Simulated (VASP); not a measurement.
A run of VASP 6.6.1 is set up as follows.

INCAR

```
PREC     = Accurate       # precision mode
ENCUT    = 520            # plane-wave cutoff, eV
EDIFF    = 1E-7           # SCF threshold, eV
ISMEAR   = 0              # smearing method
SIGMA    = 0.1            # smearing width, eV
LREAL    = False          # projectors in reciprocal space
LASPH    = True           # aspherical terms in the spheres
NELM     = 150            # most SCF steps
ALGO     = Normal         # electronic algorithm
ISIF     = 2              # what is computed and relaxed
LWAVE    = False          # write WAVECAR
LCHARG   = True           # write CHGCAR
ISPIN    = 2              # spin polarisation
MAGMOM   = 0 1 1 0 0      # initial moments
LORBIT   = 11             # projections on sites
LMAXMIX  = 4              # l up to which the mixer works
GGA      = PE             # functional
LELF     = True           # ELF
LVHAR    = True         
NBANDS   = 30             # bands
```

KPOINTS

```
Automatic mesh
0
Gamma
  6 6 6
```

The input POSCAR:

```
MgCu2S2
1.0
    1.9402985351      1.1202318815      6.7863209528
   -1.9402985351      1.1202318815      6.7863209528
    0.0000000000     -2.2404637631      6.7863209528
Mg Cu S
1 2 2
Direct
    0.3776062400      0.3776062400      0.3776062400
    0.6075769800      0.6075769800      0.6075769800
    0.1566984500      0.1566984500      0.1566984500
    0.9867535100      0.9867535100      0.9867535100
    0.4955714800      0.4955714800      0.4955714800
```

Potentials or basis: VASP PAW PBE potentials, release 64 (Mg, Cu, S).

Command:

```bash
$ cat potpaw_PBE.64/Mg/POTCAR potpaw_PBE.64/Cu/POTCAR potpaw_PBE.64/S/POTCAR > POTCAR
$ mpirun -np 1 vasp_std > vasp.out
```

Problem. What does it give for the largest force?

Solution. 0.048 eV/Å.

Problem. Predict the band gap on the k mesh.

Solution. Zero (filled and empty bands touch).

Forces in eV/Å, atoms in the order of the input:
```
Mg   0.000  0.000 -0.028
Cu   0.000  0.000 -0.008
Cu   0.000  0.000  0.048
S    0.000  0.000  0.015
S    0.000  0.000 -0.028
```

Caveat: semilocal functionals underestimate gaps, and a narrow one can read as zero. With open d or f shells a metallic result of PBE can be an artefact of self-interaction; +U or a hybrid may open a gap.
